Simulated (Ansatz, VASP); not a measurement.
# Al4N5 in VASP and in Ansatz

The input INCAR:

```
SYSTEM = Al4N5
ALGO = Normal
DIPOL = 0.5 0.5 0.356
EDIFF = 1E-6
ENCUT = 520
GGA = PE
IDIPOL = 3
ISIF = 2
ISMEAR = 0
ISPIN = 2
LASPH = .True.
LCHARG = .False.
LDIPOL = .True.
LORBIT = 11
LREAL = .False.
LWAVE = .False.
MAGMOM = 0 0 0 0 3 0 0 0 0
NBANDS = 32
NELM = 150
PREC = Accurate
SIGMA = 0.05
```

KPOINTS

```
k-points
0
Gamma
  9 9 1
  0 0 0
```

File POSCAR:

```
Al4N5
1.0
    3.1297683445      0.0000000000      0.0000000000
   -1.5648841723      2.7104588943      0.0000000000
    0.0000000000      0.0000000000     25.0621509606
N Al
5 4
Direct
    0.3333333333      0.6666666667      0.1596032203
    0.6666666667      0.3333333333      0.2597004396
    0.3333333333      0.6666666667      0.3620561642
    0.6666666667      0.3333333333      0.4610505141
    0.6666666667      0.6666666667      0.6277254887
    0.6666666667      0.3333333333      0.1833176549
    0.3333333333      0.6666666667      0.2834148742
    0.6666666667      0.3333333333      0.3814237064
    0.3333333333      0.6666666667      0.4812895341
```

Input for Ansatz:

```yaml
crystal:
  lattice:
    - [3.1297683445, 0.0, 0.0]
    - [-1.5648841723, 2.7104588943, 0.0]
    - [0.0, 0.0, 25.0621509606]
  atoms:
    - { symbol: "N", position: [0.3333333333, 0.6666666667, 0.1596032203] }
    - { symbol: Al, position: [0.6666666667, 0.3333333333, 0.1833176549] }
    - { symbol: "N", position: [0.6666666667, 0.3333333333, 0.2597004396] }
    - { symbol: Al, position: [0.3333333333, 0.6666666667, 0.2834148742] }
    - { symbol: "N", position: [0.3333333333, 0.6666666667, 0.3620561642] }
    - { symbol: Al, position: [0.6666666667, 0.3333333333, 0.3814237064] }
    - { symbol: "N", position: [0.6666666667, 0.3333333333, 0.4610505141] }
    - { symbol: Al, position: [0.3333333333, 0.6666666667, 0.4812895341] }
    - { symbol: "N", position: [0.6666666667, 0.6666666667, 0.6277254887], spin: 3.0 }
basis:
  ecutwfc: 420
kpoints:
  mp_grid: { grid: [9, 9, 1] }
hamiltonian:
  xc: pbe
  pseudopotentials: { kind: paw, azcp: { folder: soft_1 } }
scf:
  occupations: { method: gaussian, width: 0.05 }
output:
  forces: true
  eigenvalues: true
  populations: true
magnetization:
  spin_polarized: true
efield:
  axis: 3
  dipole_correction: true
  ramp_width: 0.04
```

Alike in both runs: task single point; functional PBE; k mesh 9 × 9 × 1; occupations gaussian, width 0.05 eV; collinear spin.

|  | VASP | Ansatz |
| --- | --- | --- |
| version | VASP 6.6.1 | Ansatz 0.2.0 |
| potentials or method | VASP PAW PBE potentials, release 64 (N, Al), cutoff 520 eV | scalar-relativistic, plane waves, PAW |
| valence electrons in the cell | 37 | 37 |

|  | VASP | Ansatz | Ansatz less VASP |
| --- | --- | --- | --- |
| gap on the k mesh at the Fermi level (eV) | none | none | - |
| rms of the force components (eV/Å) | 0.812 | 0.867 | +0.0544 |
| net moment per atom (μB) | 0.28 | 0.21 | -0.066 |
| size of the moment on the site where the two differ most (μB) | 1.87 | 2.68 | +0.807 |

Site moments also hang on the region over which each program counts them. A gap of «none» marks a metal or a gap that the smearing closes. Ansatz's warnings: vacuum below fermi.
